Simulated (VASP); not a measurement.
# Cr (P6_3/mmc) in VASP: a series of runs

Aim: see how the results for Cr move with the level of theory and the settings. Levels: PBEsol, LDA, BLYP+D4, PBE. Tasks: single point.

All numbers are computed with VASP 6.6.1; they aren't measurements. Logs are shortened: lines on timing, memory, paths and dates and some standing lists are left out, and cuts for length are marked.

## Step 1: The cell of the first run

It takes space group P6_3/mmc (No. 194, hexagonal). The conventional cell has a = 2.732 Å, b = 2.732 Å, c = 4.439 Å, α = 90.00°, β = 90.00°, γ = 120.00°. Within 3.6 Å of Cr (site symmetry -6m2) lie 12 Cr at 2.72 to 2.73 Å.

## Step 2: Single point, PBEsol, collinear spin, ferromagnetic start

Contents of INCAR:

```
PREC     = Accurate       # precision mode
ENCUT    = 520            # plane-wave cutoff, eV
EDIFF    = 1E-6           # SCF threshold, eV
ISMEAR   = -1             # smearing method
SIGMA    = 0.05           # smearing width, eV
LREAL    = False          # projectors in reciprocal space
LASPH    = True           # aspherical terms in the spheres
NELM     = 150            # most SCF steps
ALGO     = Normal         # electronic algorithm
ISIF     = 2              # what is computed and relaxed
LWAVE    = False          # write WAVECAR
LCHARG   = False          # write CHGCAR
ISPIN    = 2              # spin polarisation
MAGMOM   = 3 3            # initial moments
LORBIT   = 11             # projections on sites
LMAXMIX  = 4              # l up to which the mixer works
GGA      = PS             # functional
NBANDS   = 23             # bands
```

Contents of KPOINTS:

```
regular mesh
0
Gamma
  11 11 6
```

Contents of POSCAR:

```
Cr
1.0
    2.7319740337      0.0000000000      0.0000000000
   -1.3659870169      2.3659589157      0.0000000000
    0.0000000000      0.0000000000      4.4392061492
Cr
2
Direct
    0.6666666667      0.3333333333      0.7500000000
    0.3333333333      0.6666666667      0.2500000000
```

Potentials or basis: VASP PAW PBE potentials, release 64 (Cr_pv).

Run with:

```bash
$ cat potpaw_PBE.64/Cr_pv/POTCAR > POTCAR
$ mpirun -np 1 vasp_std > vasp.out
```

OUTCAR:

```text
PREC = Accurate
   ENCUT = 520
   EDIFF = 1E-6
   ISMEAR = -1
   LREAL = False
   LASPH = True
   NELM = 150
   ISIF = 2
   ISPIN = 2
   LORBIT = 11
   GGA = PS

 ion  position               nearest neighbor table
   1  0.667  0.333  0.750-   2 2.72   2 2.72   2 2.72   2 2.72   2 2.72   2 2.72
   2  0.333  0.667  0.250-   1 2.72   1 2.72   1 2.72   1 2.72   1 2.72   1 2.72

  LATTYP: Found a hexagonal cell.
 ALAT       =     2.7319740337
 C/A-ratio  =     1.6249078851

  Lattice vectors:

 A1 = (   2.7319740337,   0.0000000000,   0.0000000000)
 A2 = (  -1.3659870169,   2.3659589157,   0.0000000000)
 A3 = (   0.0000000000,   0.0000000000,   4.4392061492)

Analysis of symmetry for initial positions (statically):
=====================================================================
 Subroutine PRICEL returns:
 Original cell was already a primitive cell.

 Routine SETGRP: Setting up the symmetry group for a
 hexagonal supercell.

 Subroutine GETGRP returns: Found 24 space group operations
 (whereof 12 operations were pure point group operations)
 out of a pool of 24 trial point group operations.

The static configuration has the point symmetry D_3d.
 The point group associated with its full space group is D_6h.

Analysis of symmetry for dynamics (positions and initial velocities):
=====================================================================
 Subroutine PRICEL returns:
 Original cell was already a primitive cell.

 Routine SETGRP: Setting up the symmetry group for a
 hexagonal supercell.

 Subroutine GETGRP returns: Found 24 space group operations
 (whereof 12 operations were pure point group operations)
 out of a pool of 24 trial point group operations.

The dynamic configuration has the point symmetry D_3d.
 The point group associated with its full space group is D_6h.

Analysis of structural, dynamic, and magnetic symmetry:
=====================================================================
 Subroutine PRICEL returns:
 Original cell was already a primitive cell.

 Routine SETGRP: Setting up the symmetry group for a
 hexagonal supercell.

 Subroutine GETGRP returns: Found 24 space group operations
 (whereof 12 operations were pure point group operations)
 out of a pool of 24 trial point group operations.

The overall configuration has the point symmetry D_3d.
 The point group associated with its full space group is D_6h.

[... 110 lines left out ...]
   NUPDOWN=      -1.0000    fix difference up-down
   EMIN   =  10.00;   EMAX   =-10.00  energy-range for DOS
   EFERMI =   0.00;   METHOD = LEGACY
   ISMEAR =    -1;   SIGMA  =   0.05  broadening in eV -4-tet -1-fermi 0-gaus
   EFERMI_NEDOS =   21; number of points for ismear=-14 and -15
   IALGO  =     38    algorithm
   IMIX   =      4    mixing-type and parameters
     AMIX     =   0.40;   BMIX     =  1.00
     AMIX_MAG =   1.60;   BMIX_MAG =  1.00
  volume/ion in A,a.u.               =      14.35        96.82
  Fermi-wavevector in a.u.,A,eV,Ry     =   1.542466  2.914838 32.370993  2.379201
  Thomas-Fermi vector in A             =   2.648266
   LORBIT       =     11    0 simple, 1 ext, 2 COOP (PROOUT), +10 PAW based schemes
   GGA     = PS    functional components
   LHFCALC =     F    Hartree Fock is set to
   AEXX    =    0.0000 exact exchange contribution
   IVDW    =     0    specifies the selected vdW correction
   LEPSILON=     F    determine dielectric tensor
   LRPA    =     F    only Hartree local field effects (RPA)
 spin polarized calculation
  energy-cutoff  :      520.00
  volume of cell :       28.69
 maximum number of plane-waves:       785
   NGX = 11   NGY = 11   NGZ = 17

 number of electron      24.0000014 magnetization       1.8606562

 Free energy of the ion-electron system (eV)
  ---------------------------------------------------
  ext. energy  EPLUGINS =         0.00000000
  ---------------------------------------------------
  free energy    TOTEN  =       -18.79854725 eV

  energy without entropy =      -18.76332882  energy(sigma->0) =      -18.78093804

 E-fermi :   7.9224     XC(G=0): -12.5834

 val. band max:        7.9186248647   @ k =   0.0909  -0.0000   0.5000
 cond. band min:       7.9233065314   @ k =   0.2727   0.0909   0.0000
 fundamental gap:      0.0046816667
 Fermi energy:         7.9224458819

 spin component 1

 k-point     1 :       0.0000    0.0000    0.0000
  band No.  band energies     occupation
      1     -35.4086      1.00000
      2     -35.0848      1.00000
      3     -35.0848      1.00000
      4     -35.0221      1.00000
      5     -35.0221      1.00000
      6     -34.9506      1.00000
[... 613 lines left out ...]
     22      20.6404      0.00000
     23      22.5070      0.00000

 [... further k-points ...]

 spin component 2

 k-point     1 :       0.0000    0.0000    0.0000
  band No.  band energies     occupation
      1     -34.6053      1.00000
      2     -34.2054      1.00000
      3     -34.2054      1.00000
      4     -34.1415      1.00000
      5     -34.1415      1.00000
      6     -34.1369      1.00000
[... 613 lines left out ...]
     22      21.1080      0.00000
     23      22.9587      0.00000

 [... further k-points ...]
[... 5 lines left out ...]
  --------------------------------------------------------------------------------------
  -------------------------------------------------------------------------------------
  Total       -6.1941376     -6.1941376     -5.6013999      0.0000000      0.0000000      0.0000000
  in kB     -345.8616041   -345.8616041   -312.7649508      0.0000000      0.0000000      0.0000000
  external PRESSURE =    -334.8293863 kB  Pullay stress =       0.0000000 kB

 VOLUME and BASIS-vectors are now :
 -----------------------------------------------------------------------------
  energy-cutoff  :      520.00
  volume of cell :       28.69
      direct lattice vectors                 reciprocal lattice vectors
     2.731974034  0.000000000  0.000000000     0.366035690  0.211330804  0.000000000
    -1.365987017  2.365958916  0.000000000     0.000000000  0.422661608  0.000000000
     0.000000000  0.000000000  4.439206149     0.000000000  0.000000000  0.225265502

 POSITION                                       TOTAL-FORCE (eV/Angst)
 -----------------------------------------------------------------------------------
      1.36599      0.78865      3.32940         0.000000     -0.000000      0.000000
     -0.00000      1.57731      1.10980        -0.000000      0.000000      0.000000
 -----------------------------------------------------------------------------------
    total drift:                               -0.000000      0.000000     -0.000000

  FREE ENERGIE OF THE ION-ELECTRON SYSTEM (eV)
  ---------------------------------------------------
  free  energy   TOTEN  =       -18.7985472496 eV

  energy  without entropy=      -18.7633288223  energy(sigma->0) =      -18.78093804

 total charge

# of ion       s       p       d       tot
------------------------------------------
    1        0.370   6.273   4.041  10.683
    2        0.370   6.273   4.041  10.683
--------------------------------------------------
tot          0.740  12.545   8.081  21.367

 magnetization (x)

# of ion       s       p       d       tot
------------------------------------------
    1        0.001   0.023   0.836   0.860
    2        0.001   0.023   0.836   0.860
--------------------------------------------------
tot          0.001   0.046   1.673   1.720
```

It took 78 s on 1 thread of Intel Xeon Platinum 8259CL at 2.50GHz (Skylake/Cascade Lake), shared host; peak memory 0.18 GiB.

Results:

```yaml
Free_energy: -18.7985 eV
Pressure: -33.5 GPa
Net_moment: 1.86 μB per cell
Site_moments: Cr +0.86 μB
Valence_electrons_inside_the_program's_atomic_spheres: Cr 10.68
```

Stress tensor (GPa, compression positive):
```
-34.59   0.00   0.00
  0.00 -34.59   0.00
  0.00   0.00 -31.28
```

Caveat: the PAW data sets were made with another functional, which shifts forces and pressure a little.

[end of part 1 of 2]
